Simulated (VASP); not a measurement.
The system is S.

```
CELL_PARAMETERS angstrom
0.00000 2.10000 2.10000
2.10000 0.00000 2.10000
2.10000 2.10000 0.00000
ATOMIC_POSITIONS crystal
S 0.00000 0.00000 0.00000
```

This isn't the form of S at room conditions, which is orthorhombic, of S8 rings.

```yaml
Program: VASP 6.6.1
Task: relaxation of cell and atoms
Functional: r2SCAN
Potentials_or_basis: VASP PAW PBE potentials, release 64 (S)
Cutoff: 550 eV
k_mesh: 7 × 7 × 7
Occupations: methfessel-paxton, width 0.05 eV
Spin: no spin polarisation
```

At the start: pressure -8.6 GPa; volume 18.52 Å³/atom.

Task: How do energy, volume and symmetry change on relaxing?

Result: Over 3 steps the energy falls by 73.4 meV/atom and the volume is 16.10 Å³/atom (-13.1 %); space group Fm-3m (No. 225, to 0.1 Å) before and after.

The path:
| step | energy change (eV) | largest force (eV/Å) | pressure (GPa) | volume (Å³) |
| --- | --- | --- | --- | --- |
| 1 | 0.0000 | 0.0000 | -8.59 | 18.52 |
| 2 | -0.0732 | 0.0000 | 0.62 | 15.99 |
| 3 | -0.0734 | 0.0000 | 0.01 | 16.10 |

Final structure:
```cif
data_structure
_symmetry_space_group_name_H-M 'P 1'
_symmetry_Int_Tables_number 1
_cell_length_a 2.8344
_cell_length_b 2.8344
_cell_length_c 2.8344
_cell_angle_alpha 60.000
_cell_angle_beta 60.000
_cell_angle_gamma 60.000
_cell_volume 16.10
loop_
_atom_site_label
_atom_site_type_symbol
_atom_site_fract_x
_atom_site_fract_y
_atom_site_fract_z
_atom_site_occupancy
S1 S 0.00000 0.00000 0.00000 1
```

Caveat: the k points lie up to 0.39 Å⁻¹ apart in the final cell, too coarse for converged energies and pressures of a metal; the PAW data sets were made with another functional, which shifts forces and pressure a little.
